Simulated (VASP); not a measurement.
Wanted: the native input for a VASP 6.6.1 run.

```yaml
Task: single point
Functional: PBE
Potentials_or_basis: VASP PAW PBE potentials, release 64 (C, O)
Cutoff: 520 eV
k_mesh: 10 × 10 × 10
Occupations: gaussian, width 0.05 eV
Spin: no spin polarisation
Dipole_correction: no
Further_INCAR_settings: ALGO = Normal; EDIFF = 1e-06; NBANDS = 25
```

The structure of CO2 lies in POSCAR:

```
CO2
1.0
   -2.0169550902      2.0169550902      3.0053772822
    2.0169550902     -2.0169550902      3.0053772822
    2.0169550902      2.0169550902     -3.0053772822
C O
2 4
Direct
    0.0000000000      0.0000000000      0.0000000000
    0.7500000000      0.2500000000      0.5000000000
    0.3750000000      0.2826931897      0.4076931897
    0.7173068103      0.1250000000      0.0923068103
    0.8750000000      0.9673068103      0.5923068103
    0.0326931897      0.6250000000      0.9076931897
```

This cell differs from its parent crystal: volume scaled by 1.040.

These files were run (other wordings do the same):

INCAR

```
SYSTEM = CO2
ALGO     = Normal         ! electronic algorithm
EDIFF    = 1E-6           ! SCF threshold, eV
ENCUT    = 520            ! plane-wave cutoff, eV
GGA      = PE             ! functional
ISIF     = 2              ! what is computed and relaxed
ISMEAR   = 0              ! smearing method
LASPH    = .TRUE.         ! aspherical terms in the spheres
LCHARG   = .FALSE.        ! write CHGCAR
LREAL    = .FALSE.        ! projectors in reciprocal space
LWAVE    = .FALSE.        ! write WAVECAR
NBANDS   = 25             ! bands
NELM     = 100            ! most SCF steps
PREC     = Accurate       ! precision mode
SIGMA    = 0.05           ! smearing width, eV
```

KPOINTS

```
k-points
0
G
  10 10 10
  0 0 0
```

Potentials or basis: VASP PAW PBE potentials, release 64 (C, O).

Command:

```sh
$ cat potpaw_PBE.64/C/POTCAR potpaw_PBE.64/O/POTCAR > POTCAR
$ mpirun -np 1 vasp_std > vasp.out
```

Results of the run:

* Pressure: -3.8 GPa
* Largest force: 0.067 eV/Å
* Band gap on the k mesh: 7.55 eV, indirect (least direct gap 7.94 eV)

Wall time 41 s on 1 thread of Intel(R) Xeon(R) 6975P-C (Granite Rapids) (shared host), peak memory 0.21 GiB.
